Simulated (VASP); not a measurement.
# Al (Fd-3m) in VASP: a series of runs

Al is run at these levels: r2SCAN; tasks: single point, relaxation of cell and atoms.

Program: VASP 6.6.1. These are calculated values, not measurements. Logs are shortened: lines on timing, memory, paths and dates and some standing lists are left out, and cuts for length are marked.

## (1) The cell of the first run

It takes space group Fd-3m (No. 227, cubic). The conventional cell has a = 5.320 Å, b = 5.320 Å, c = 5.320 Å, α = 90.00°, β = 90.00°, γ = 90.00°. Within 3.0 Å of Al (site symmetry -43m) lie 4 Al at 2.30 Å.

## (2) Single point, r2SCAN

Contents of POSCAR:

```
Al
1.0
    0.0000000000      2.6598623323      2.6598623323
    2.6598623323      0.0000000000      2.6598623323
    2.6598623323      2.6598623323      0.0000000000
Al
2
Direct
    0.5000000000      0.5000000000      0.5000000000
    0.7500000000      0.7500000000      0.7500000000
```

Contents of INCAR.step1:

```
ALGO     = Normal         # electronic algorithm
EDIFF    = 1E-4           # SCF threshold, eV
ENCUT    = 520            # plane-wave cutoff, eV
GGA      = PE             # functional
ISMEAR   = 0              # smearing method
LASPH    = T              # aspherical terms in the spheres
LCHARG   = F              # write CHGCAR
LREAL    = F              # projectors in reciprocal space
LWAVE    = T              # write WAVECAR
NBANDS   = 10             # bands
NELM     = 100            # most SCF steps
PREC     = Accurate       # precision mode
SIGMA    = 0.1            # smearing width, eV
```

Contents of INCAR.step2:

```
ALGO     = Normal         # electronic algorithm
EDIFF    = 1E-6           # SCF threshold, eV
ENCUT    = 520            # plane-wave cutoff, eV
ISIF     = 2              # what is computed and relaxed
ISMEAR   = 0              # smearing method
ISTART   = 1            
LASPH    = T              # aspherical terms in the spheres
LCHARG   = T              # write CHGCAR
LELF     = T              # ELF
LMIXTAU  = T            
LREAL    = F              # projectors in reciprocal space
LVHAR    = T            
LWAVE    = F              # write WAVECAR
METAGGA  = R2SCAN         # meta-GGA
NBANDS   = 10             # bands
NELM     = 100            # most SCF steps
PREC     = Accurate       # precision mode
SIGMA    = 0.1            # smearing width, eV
```

Contents of KPOINTS:

```
k-points
0
Gamma
  6 6 6
```

Potentials or basis: VASP PAW PBE potentials, release 64 (Al).

Run with:

```bash
$ cat potpaw_PBE.64/Al/POTCAR > POTCAR
$ cp INCAR.step1 INCAR
$ mpirun -np 1 vasp_std > vasp.out
$ cp INCAR.step2 INCAR
$ mpirun -np 1 vasp_std > vasp.out
```

OUTCAR:

```text
EDIFF = 1E-6
   ENCUT = 520
   ISIF = 2
   ISMEAR = 0
   ISTART = 1
   LASPH = T
   LREAL = F
   METAGGA = R2SCAN
   NELM = 100
   PREC = Accurate

 ion  position               nearest neighbor table
   1  0.500  0.500  0.500-   2 2.30   2 2.30   2 2.30   2 2.30
   2  0.750  0.750  0.750-   1 2.30   1 2.30   1 2.30   1 2.30

  LATTYP: Found a face centered cubic cell.
 ALAT       =     5.3197246646

  Lattice vectors:

 A1 = (   0.0000000000,   2.6598623323,   2.6598623323)
 A2 = (   2.6598623323,   0.0000000000,   2.6598623323)
 A3 = (   2.6598623323,   2.6598623323,   0.0000000000)

Analysis of symmetry for initial positions (statically):
=====================================================================
 Subroutine PRICEL returns:
 Original cell was already a primitive cell.

 Routine SETGRP: Setting up the symmetry group for a
 face centered cubic supercell.

 Subroutine GETGRP returns: Found 48 space group operations
 (whereof 24 operations were pure point group operations)
 out of a pool of 48 trial point group operations.

The static configuration has the point symmetry T_d .
 The point group associated with its full space group is O_h .

Analysis of symmetry for dynamics (positions and initial velocities):
=====================================================================
 Subroutine PRICEL returns:
 Original cell was already a primitive cell.

 Routine SETGRP: Setting up the symmetry group for a
 face centered cubic supercell.

 Subroutine GETGRP returns: Found 48 space group operations
 (whereof 24 operations were pure point group operations)
 out of a pool of 48 trial point group operations.

The dynamic configuration has the point symmetry T_d .
 The point group associated with its full space group is O_h .

 Subroutine INISYM returns: Found 48 space group operations
 (whereof 24 operations are pure point group operations),
 and found     1 'primitive' translations

----------------------------------------------------------------------------------------

                                     Primitive cell

  volume of cell :      37.6363

  direct lattice vectors                    reciprocal lattice vectors
     0.000000000  2.659862332  2.659862332    -0.187979654  0.187979654  0.187979654
     2.659862332  0.000000000  2.659862332     0.187979654 -0.187979654  0.187979654
[... 81 lines left out ...]
   NFREE  =      0    steps in history (QN), initial steepest desc. (CG)
   ISIF   =      2    stress and relaxation
   ISYM   =      2    0-nonsym 1-usesym 2-fastsym
   POTIM  = 0.5000    time-step for ionic-motion
   TEBEG  =    0.0;   TEEND  =   0.0 temperature during run
   PSTRESS=    0.0 pullay stress
   NELECT =       6.0000    total number of electrons
   NUPDOWN=      -1.0000    fix difference up-down
   EMIN   =  10.00;   EMAX   =-10.00  energy-range for DOS
   EFERMI =   0.00;   METHOD = LEGACY
   ISMEAR =     0;   SIGMA  =   0.10  broadening in eV -4-tet -1-fermi 0-gaus
   EFERMI_NEDOS =   21; number of points for ismear=-14 and -15
   IALGO  =     38    algorithm
   IMIX   =      4    mixing-type and parameters
     AMIX     =   0.40;   BMIX     =  1.00
     AMIX_MAG =   1.60;   BMIX_MAG =  1.00
  volume/ion in A,a.u.               =      18.82       126.99
  Fermi-wavevector in a.u.,A,eV,Ry     =   0.887679  1.677471 10.721044  0.787975
  Thomas-Fermi vector in A             =   2.009009
   LORBIT       =      0    0 simple, 1 ext, 2 COOP (PROOUT), +10 PAW based schemes
   METAGGA = R2SCAN    functional components
   LHFCALC =     F    Hartree Fock is set to
   AEXX    =    0.0000 exact exchange contribution
   IVDW    =     0    specifies the selected vdW correction
   LEPSILON=     F    determine dielectric tensor
   LRPA    =     F    only Hartree local field effects (RPA)
 non-spin polarized calculation
 Gauss-broadening in eV      SIGMA  =   0.10
  energy-cutoff  :      520.00
  volume of cell :       37.64
 maximum number of plane-waves:      1020
   NGX = 13   NGY = 13   NGZ = 13

 number of electron       6.0000000 magnetization

 Free energy of the ion-electron system (eV)
  ---------------------------------------------------
  ext. energy  EPLUGINS =         0.00000000
  ---------------------------------------------------
  free energy    TOTEN  =       -10.60587048 eV

  energy without entropy =      -10.59069993  energy(sigma->0) =      -10.59828520

 E-fermi :   5.5585     XC(G=0):  -9.9596

 val. band max:        5.4884988776   @ k =   0.5000   0.1667   0.0000
 cond. band min:       5.5709871762   @ k =   0.5000   0.3333   0.1667
 fundamental gap:      0.0824882986
 Fermi energy:         5.5585267579

 k-point     1 :       0.0000    0.0000    0.0000
  band No.  band energies     occupation
      1      -4.5653      2.00000
      2       8.7690      0.00000
      3       8.7690      0.00000
      4       8.7690      0.00000
      5      10.6580      0.00000
      6      10.6580      0.00000
      7      10.6580      0.00000
      8      14.8610      0.00000
      9      14.8610      0.00000
     10      16.0853      0.00000
[... 183 lines left out ...]
 k-point    16 :      -0.3333    0.5000    0.1667
  band No.  band energies     occupation
      1       0.8219      2.00000
      2       0.8219      2.00000
      3       3.6728      2.00000
      4       3.6728      2.00000
      5      10.5218      0.00000
      6      10.5218      0.00000
      7      15.3473      0.00000
      8      15.3473      0.00000
      9      19.8594      0.00000
     10      19.8594      0.00000

------------------------ aborting loop because EDIFF is reached ----------------------------------------

  FORCE on cell =-STRESS in cart. coord.  units (eV):
  Direction    XX          YY          ZZ          XY          YZ          ZX
  --------------------------------------------------------------------------------------
  -------------------------------------------------------------------------------------
  Total        7.3134497      7.3134497      7.3134497      0.0000000     -0.0000000      0.0000000
  in kB      311.3331652    311.3331652    311.3331652      0.0000000     -0.0000000      0.0000000
  external PRESSURE =     311.3331652 kB  Pullay stress =       0.0000000 kB

 VOLUME and BASIS-vectors are now :
 -----------------------------------------------------------------------------
  energy-cutoff  :      520.00
  volume of cell :       37.64
      direct lattice vectors                 reciprocal lattice vectors
     0.000000000  2.659862332  2.659862332    -0.187979654  0.187979654  0.187979654
     2.659862332  0.000000000  2.659862332     0.187979654 -0.187979654  0.187979654
     2.659862332  2.659862332  0.000000000     0.187979654  0.187979654 -0.187979654

 POSITION                                       TOTAL-FORCE (eV/Angst)
 -----------------------------------------------------------------------------------
      2.65986      2.65986      2.65986        -0.000000     -0.000000     -0.000000
      3.98979      3.98979      3.98979         0.000000      0.000000      0.000000
 -----------------------------------------------------------------------------------
    total drift:                                0.000000      0.000000     -0.000000

  FREE ENERGIE OF THE ION-ELECTRON SYSTEM (eV)
  ---------------------------------------------------
  free  energy   TOTEN  =       -10.6058704801 eV

  energy  without entropy=      -10.5906999252  energy(sigma->0) =      -10.59828520
```

OUTCAR.step1:

```text
EDIFF = 1E-4
   ENCUT = 520
   GGA = PE
   ISMEAR = 0
   LASPH = T
[... 419 lines left out ...]
 -----------------------------------------------------------------------------------
      2.65986      2.65986      2.65986         0.000000      0.000000      0.000000
      3.98979      3.98979      3.98979        -0.000000     -0.000000     -0.000000
 -----------------------------------------------------------------------------------
    total drift:                                0.000000      0.000000     -0.000000

  FREE ENERGIE OF THE ION-ELECTRON SYSTEM (eV)
  ---------------------------------------------------
  free  energy   TOTEN  =        -4.7459189897 eV

  energy  without entropy=       -4.7311213933  energy(sigma->0) =       -4.73852019
```

It took 20 s on 1 thread of Intel Xeon Platinum 8488C (Sapphire Rapids), shared host; peak memory 0.15 GiB.

Results:

| Item | Value |
| --- | --- |
| Free energy | -10.6059 eV |
| Pressure | 31.1 GPa |
| Band gap on the k mesh | zero (band 3 reaches 8.77 eV, above the bottom of band 4 at 3.67 eV) |

Caveat: the PAW data sets were made with another functional, which shifts forces and pressure a little.

## (3) Single point, r2SCAN

This run uses another cell than the first one, of 27.27 Å³/atom, 1.449 times its volume.

Contents of POSCAR:

```
Al
1.0
    0.0000000000      3.0100906175      3.0100906175
    3.0100906175      0.0000000000      3.0100906175
    3.0100906175      3.0100906175      0.0000000000
Al
2
Direct
    0.5000000000      0.5000000000      0.5000000000
    0.7500000000      0.7500000000      0.7500000000
```

Contents of INCAR.step1:

```
PREC = Accurate
ENCUT = 520
ISMEAR = 0
SIGMA = 0.1
LREAL = F
LASPH = T
NELM = 100
NBANDS = 10
GGA = PE
ALGO = Normal
EDIFF = 1E-4
LWAVE = T
LCHARG = F
```

Contents of INCAR.step2:

```
PREC = Accurate
ENCUT = 520
EDIFF = 1E-6
ISMEAR = 0
SIGMA = 0.1
LREAL = F
LASPH = T
NELM = 100
ALGO = Normal
ISIF = 2
LWAVE = F
LCHARG = T
METAGGA = R2SCAN
LMIXTAU = T
LELF = T
LVHAR = T
NBANDS = 10
ISTART = 1
```

Contents of KPOINTS:

```
regular mesh
0
Gamma
  6 6 6
```

Potentials or basis: VASP PAW PBE potentials, release 64 (Al).

Run with:

```bash
$ cat potpaw_PBE.64/Al/POTCAR > POTCAR
$ cp INCAR.step1 INCAR
$ mpirun -np 1 vasp_std > vasp.out
$ cp INCAR.step2 INCAR
$ mpirun -np 1 vasp_std > vasp.out
```

Run time: 18 s. Hardware: 1 thread of Intel Xeon Platinum 8488C (Sapphire Rapids), shared host; peak memory 0.17 GiB.

Results (log left out):

| Item | Value |
| --- | --- |
| Free energy | -11.8296 eV |
| Pressure | 0.0 GPa |
| Band gap on the k mesh | zero (band 3 reaches 5.06 eV, above the bottom of band 4 at 1.53 eV) |

Levels at points of the mesh, in eV from the Fermi level:
```csv
k point,band 1,band 2,band 3,band 4,band 5,band 6
"(0.00, 0.00, 0.00)",-8.29,2.29,2.29,2.29,4.23,4.23
"(0.50, 0.00, 0.00)",-6.13,-4.03,1.18,1.18,3.73,4.70
"(0.50, 0.50, 0.00)",-4.53,-4.53,-0.41,-0.41,2.40,2.40
```

Caveat: the PAW data sets were made with another functional, which shifts forces and pressure a little.

## (4) Relaxation of cell and atoms, r2SCAN

Contents of POSCAR:

```
Al
1.0
    0.0000000000      2.6598623323      2.6598623323
    2.6598623323      0.0000000000      2.6598623323
    2.6598623323      2.6598623323      0.0000000000
Al
2
Direct
    0.5000000000      0.5000000000      0.5000000000
    0.7500000000      0.7500000000      0.7500000000
```

Contents of INCAR.step1:

```
SYSTEM = Al
ALGO = Normal
EDIFF = 1E-4
ENCUT = 600
GGA = PE
ISMEAR = 0
LASPH = .True.
LCHARG = .False.
LREAL = .False.
LWAVE = .True.
NELM = 80
PREC = Accurate
SIGMA = 0.1
```

Contents of INCAR.step2:

```
SYSTEM = Al
ALGO = Normal
EDIFF = 1E-6
EDIFFG = -0.04
ENCUT = 600
IBRION = 2
ISIF = 3
ISMEAR = 0
ISTART = 1
LASPH = .True.
LCHARG = .False.
LMIXTAU = .True.
LREAL = .False.
LWAVE = .False.
METAGGA = R2SCAN
NELM = 80
NSW = 90
PREC = Accurate
SIGMA = 0.1
```

Contents of KPOINTS:

```
k-points
0
Gamma
  6 6 6
  0 0 0
```

Run with:

```bash
$ cat potpaw_PBE.64/Al/POTCAR > POTCAR
$ cp INCAR.step1 INCAR
$ mpirun -np 1 vasp_std > vasp.out
$ cp INCAR.step2 INCAR
$ mpirun -np 1 vasp_std > vasp.out
```

Run time: 66 s. Hardware: 1 thread of Intel Xeon Platinum 8488C (Sapphire Rapids), shared host; peak memory 0.16 GiB.

The run converged. Its results:

* Free energy: -11.8293 eV
* Relaxed volume: 27.28 Å³/atom
* Relaxed cell: a = 4.257 Å, b = 4.257 Å, c = 4.257 Å, α = 60.00°, β = 60.00°, γ = 60.00°
* Space group after relaxing (to 0.05 Å): Fd-3m (No. 227)
* Energy gained by relaxing: 611.7 meV/atom
* Ionic steps: 4
* Pressure after relaxing: -0.1 GPa
* Band gap on the k mesh: zero (band 3 reaches 5.05 eV, above the bottom of band 4 at 1.53 eV)

The path:
| step | energy change (eV) | largest force (eV/Å) | pressure (GPa) | volume (Å³) |
| --- | --- | --- | --- | --- |
| 1 | 0.0000 | 0.0000 | 31.14 | 37.64 |
| 2 | -1.1334 | 0.0000 | -3.80 | 61.28 |
| 3 | -1.2231 | 0.0000 | 0.34 | 54.06 |
| 4 | -1.2235 | 0.0000 | -0.05 | 54.56 |

Final structure:
```yaml
crystal:
  lattice:
    - [0.00000, 3.01037, 3.01037]
    - [3.01037, 0.00000, 3.01037]
    - [3.01037, 3.01037, 0.00000]
  atoms:
    - { symbol: Al, position: [0.50000, 0.50000, 0.50000] }
    - { symbol: Al, position: [0.75000, 0.75000, 0.75000] }
```

Levels at points of the mesh, in eV from the Fermi level:
| k point | band 1 | band 2 | band 3 | band 4 | band 5 | band 6 |
| --- | --- | --- | --- | --- | --- | --- |
| (0.00, 0.00, 0.00) | -8.29 | 2.29 | 2.29 | 2.29 | 4.23 | 4.23 |
| (0.50, 0.00, 0.00) | -6.12 | -4.03 | 1.18 | 1.18 | 3.73 | 4.70 |
| (0.50, 0.50, 0.00) | -4.53 | -4.53 | -0.41 | -0.41 | 2.40 | 2.40 |

Caveat: the volume moved by over 15 % at a fixed basis, so the end points are rough; the PAW data sets were made with another functional, which shifts forces and pressure a little.

## (5) Single point, r2SCAN

This run uses another cell than the first one, of 27.37 Å³/atom, 1.454 times its volume.

Contents of POSCAR:

```
Al
1.0
    0.0000000000      3.0136596603      3.0136596603
    3.0136596603      0.0000000000      3.0136596603
    3.0136596603      3.0136596603      0.0000000000
Al
2
Direct
    0.0000000000      0.0000000000      0.0000000000
    0.2500000000      0.2500000000      0.2500000000
```

Contents of INCAR.step1:

```
SYSTEM = Al
PREC = Accurate
ENCUT = 520
ISMEAR = 0
SIGMA = 0.1
LREAL = .False.
LASPH = .True.
NELM = 80
NBANDS = 10
GGA = PE
ALGO = Normal
EDIFF = 1E-4
LWAVE = .True.
LCHARG = .False.
```

Contents of INCAR.step2:

```
SYSTEM = Al
PREC = Accurate
ENCUT = 520
EDIFF = 1E-6
ISMEAR = 0
SIGMA = 0.1
LREAL = .False.
LASPH = .True.
NELM = 80
ALGO = Normal
ISIF = 2
LWAVE = .False.
LCHARG = .False.
METAGGA = R2SCAN
LMIXTAU = .True.
NBANDS = 10
ISTART = 1
```

Contents of KPOINTS:

```
Automatic mesh
0
Gamma
  16 16 16
  0 0 0
```

Run with:

```bash
$ cat potpaw_PBE.64/Al/POTCAR > POTCAR
$ cp INCAR.step1 INCAR
$ mpirun -np 1 vasp_std > vasp.out
$ cp INCAR.step2 INCAR
$ mpirun -np 1 vasp_std > vasp.out
```

Run time: 1.9 min. Hardware: 1 thread of Intel Xeon Platinum 8488C (Sapphire Rapids), shared host; peak memory 0.22 GiB.

It converged, with:

| Property | Result |
| --- | --- |
| Free energy | -11.8471 eV |
| Pressure | -0.1 GPa |
| Band gap on the k mesh | zero (band 3 reaches 5.03 eV, above the bottom of band 4 at 1.31 eV) |

Levels at points of the mesh, in eV from the Fermi level:
```
           k point  band 1  band 2  band 3  band 4  band 5  band 6  band 7
(0.00, 0.00, 0.00)   -8.30    2.26    2.26    2.26    4.20    4.20    4.20
(0.50, 0.00, 0.00)   -6.14   -4.04    1.16    1.16    3.69    4.67    4.67
(0.50, 0.50, 0.00)   -4.55   -4.55   -0.43   -0.43    2.38    2.38   11.40
```

Caveat: the PAW data sets were made with another functional, which shifts forces and pressure a little.

## (6) Summary

| task | cell | k mesh | cutoff (eV) | gap on the mesh (eV) | pressure (GPa) |
| --- | --- | --- | --- | --- | --- |
| single point | a = 3.762 Å, angles 60.0°, 2 atoms | 6 × 6 × 6 | 520 | none | 31.1 |
| single point | a = 4.257 Å, angles 60.0°, 2 atoms | 6 × 6 × 6 | 520 | none | 0.0 |
| relaxation of cell and atoms | relaxed from a = 3.762 Å, angles 60.0°, 2 atoms | 6 × 6 × 6 | 600 | none | -0.1 |
| single point | a = 4.262 Å, angles 60.0°, 2 atoms | 16 × 16 × 16 | 520 | none | -0.1 |

Alike in all rows: level r2SCAN; potentials or basis VASP PAW PBE potentials, release 64 (Al); no spin polarisation; smearing gaussian 0.1 eV.

Caveats: the PAW data sets were made with another functional, which shifts forces and pressure a little; the volume moved by over 15 % at a fixed basis, so the end points are rough (some runs).

Absolute energies hang on the potentials; compare differences alone.
